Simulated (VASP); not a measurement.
Crystal: I.

```
I
1.0
     4.47039    0.00000    0.00000
    -2.23520    3.87147    0.00000
     0.00000    0.00000    2.87995
I
1
Direct
  0.00000 0.00000 0.00000
```

```yaml
Program: VASP 6.6.1
Task: relaxation of shape and atoms at fixed volume
Functional: PBE
Potentials_or_basis: VASP PAW PBE potentials, release 64 (I)
Cutoff: 600 eV
k_mesh: 12 × 12 × 12
Occupations: fermi-dirac, width 0.08 eV
Spin: no spin polarisation
```

At the start: pressure 1.0 GPa; volume 49.84 Å³/atom.

Question: Where does the relaxation end?

Answer: Over 3 steps the energy falls by 5.9 meV/atom; space group P6/mmm (No. 191, to 0.1 Å) before and after.

Step by step:
```tsv
step	energy change (eV)	largest force (eV/Å)	pressure (GPa)	volume (Å³)
1	0.0000	0.0000	0.96	49.84
2	-0.0031	0.0000	-0.32	49.84
3	-0.0059	0.0000	0.18	49.84
```

Final structure:
```cif
data_structure
_symmetry_space_group_name_H-M 'P 1'
_symmetry_Int_Tables_number 1
_cell_length_a 4.4371
_cell_length_b 4.4371
_cell_length_c 2.9233
_cell_angle_alpha 90.000
_cell_angle_beta 90.000
_cell_angle_gamma 120.000
_cell_volume 49.84
loop_
_atom_site_label
_atom_site_type_symbol
_atom_site_fract_x
_atom_site_fract_y
_atom_site_fract_z
_atom_site_occupancy
I1 I 0.00000 0.00000 0.00000 1
```

Caveat: an odd number of electrons without spin polarisation forces a metal; a magnetic or distorted state may lie lower.
